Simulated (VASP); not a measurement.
BP:

```xyz
2
Lattice="0.0000 2.2683 2.1776 2.2683 0.0000 2.1776 2.2683 2.2683 0.0000" Properties=species:S:1:pos:R:3 pbc="T T T"
B     0.0000    0.0000    0.0000
P     1.1342    1.1342    1.0888
```

This cell differs from its parent crystal: uniaxial z strain -4.0%.

Base run:

* Program: VASP 6.6.1
* Functional: PBE
* Potentials or basis: VASP PAW PBE potentials, release 64 (B, P)
* Cutoff: 520 eV
* k mesh: 10 × 10 × 10
* Occupations: fermi-dirac, width 0.02 eV
* Spin: no spin polarisation

Its results: band gap on the k mesh 0.56 eV, indirect (least direct gap 3.06 eV); pressure 8.3 GPa.

Task: The run is repeated on the same cell with these changes: k mesh from 10 × 10 × 10 to 6 × 6 × 6; occupations from fermi-dirac, width 0.02 eV to gaussian, width 0.01 eV. What comes out?

Result: Band gap on the k mesh 0.68 eV, indirect (least direct gap 3.06 eV); pressure 8.5 GPa.

A k mesh can miss the band edges.
